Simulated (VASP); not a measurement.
Zr2NbC2, 5 atoms in the cell. The structure is tetragonal, space group P4/mmm (No. 123). Conventional cell: a = 3.769 Å, b = 3.769 Å, c = 4.869 Å, α = 90.00°, β = 90.00°, γ = 90.00°. Within 3.4 Å of Zr (site symmetry mmm) lie 4 C at 2.55 Å and 4 Zr at 2.66 Å and 4 Nb at 3.08 Å. Nb (site symmetry 4/mmm) has 8 C at 2.76 Å and 8 Zr at 3.08 Å within 3.6 Å. C (site symmetry 4mm) has 1 C at 1.43 Å within 1.9 Å. The cell was generated, and may not be a known phase.

```yaml
Program: VASP 6.6.1
Task: single point
Functional: PBE
Potentials_or_basis: VASP PAW PBE potentials, release 64 (Zr_sv, Nb_sv, C)
Cutoff: 520 eV
k_mesh: 10 × 10 × 8
Occupations: gaussian, width 0.1 eV
Spin: no spin polarisation
Dipole_correction: no
Further_INCAR_settings: ALGO = Normal; EDIFF = 1e-06; NBANDS = 30
```

Potentials or basis: VASP PAW PBE potentials, release 64 (Zr_sv, Nb_sv, C).

Command:

```console
$ cat potpaw_PBE.64/Zr_sv/POTCAR potpaw_PBE.64/Nb_sv/POTCAR potpaw_PBE.64/C/POTCAR > POTCAR
$ mpirun -np 1 vasp_std > vasp.out
```

Hardware: 1 thread of AMD EPYC 9R45 96-Core Processor (Zen 5), on a shared host.

Estimate the wall time of this run.

It took 93 s on 1 thread of AMD EPYC 9R45 96-Core Processor (Zen 5), on a shared host, peak memory 0.29 GiB. Counts: scf iterations 15, k points 105.
